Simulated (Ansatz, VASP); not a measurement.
One calculation of ZnS, two programs

POSCAR

```
ZnS
1.0
    1.9797752248      1.1430237590      9.3541347981
   -1.9797752248      1.1430237590      9.3541347981
    0.0000000000     -2.2860475179      9.3541347981
Zn S
3 3
Direct
    0.9999789175      0.9999789175      0.9999789175
    0.2222813884      0.2222813884      0.2222813884
    0.4445836769      0.4445836769      0.4445836769
    0.0832619666      0.0832619666      0.0832619666
    0.5278285134      0.5278285134      0.5278285134
    0.3053915373      0.3053915373      0.3053915373
```

File INCAR.step1:

```
PREC = Accurate
ENCUT = 520
ISMEAR = 0
SIGMA = 0.05
LREAL = False
LASPH = True
NELM = 80
NBANDS = 36
GGA = PE
ALGO = Normal
EDIFF = 1E-4
LWAVE = True
LCHARG = False
```

Contents of INCAR.step2:

```
PREC = Accurate
ENCUT = 520
EDIFF = 1E-7
ISMEAR = 0
SIGMA = 0.05
LREAL = False
LASPH = True
NELM = 80
ALGO = Normal
ISIF = 2
LWAVE = False
LCHARG = False
METAGGA = R2SCAN
LMIXTAU = True
NBANDS = 36
ISTART = 1
```

Contents of KPOINTS:

```
Automatic mesh
0
Gamma
  6 6 6
```

Input for Ansatz:

```yaml
crystal:
  lattice:
    - [1.9797752248, 1.143023759, 9.3541347981]
    - [-1.9797752248, 1.143023759, 9.3541347981]
    - [0.0, -2.2860475179, 9.3541347981]
  atoms:
    - { symbol: Zn, position: [0.9999789175, 0.9999789175, 0.9999789175] }
    - { symbol: Zn, position: [0.2222813884, 0.2222813884, 0.2222813884] }
    - { symbol: Zn, position: [0.4445836769, 0.4445836769, 0.4445836769] }
    - { symbol: S, position: [0.0832619666, 0.0832619666, 0.0832619666] }
    - { symbol: S, position: [0.5278285134, 0.5278285134, 0.5278285134] }
    - { symbol: S, position: [0.3053915373, 0.3053915373, 0.3053915373] }
basis:
  ecutwfc: 500
kpoints:
  mp_grid: { grid: [6, 6, 6] }
hamiltonian:
  xc: r2scan
scf:
  occupations: { method: gaussian, width: 0.05 }
output:
  forces: true
  stress: true
  eigenvalues: true
  write_density: true
  write_potential: true
  elf: true
  volumetric_format: npy
```

Change from the starting cell: strain +0.0400 x Voigt [1, 1, 0, 0, 0, 0], atoms carried along.

Alike in both runs: task single point; functional r2SCAN; k mesh 6 × 6 × 6; occupations gaussian, width 0.05 eV; no spin polarisation.

|  | VASP | Ansatz |
| --- | --- | --- |
| version | VASP 6.6.1 | Ansatz 0.2.0 |
| potentials or method | VASP PAW PBE potentials, release 64 (Zn, S), cutoff 520 eV | scalar-relativistic, plane waves, PAW |
| valence electrons in the cell | 54 | 54 |

VASP gave:

```
gap on the k mesh at the Fermi level (eV)                     : 2.39
least direct gap on the mesh (eV)                             : 2.39
pressure (GPa)                                                : -4.9
traceless stress, the component that is largest in VASP (GPa) : 2.98
rms of the force components (eV/Å)                            : 0.111
```

Q: Which values does Ansatz return?

A: gap on the k mesh at the Fermi level (eV): 2.38; least direct gap on the mesh (eV): 2.38; pressure (GPa): -5.0; traceless stress, the component that is largest in VASP (GPa): 2.98; rms of the force components (eV/Å): 0.109.

VASP's potentials were made for PBE, not for r2SCAN. Atom by atom the forces differ by 0.002 eV/Å (rms over components). The functional is the same, so the differences come from potentials, cutoffs and numerics.
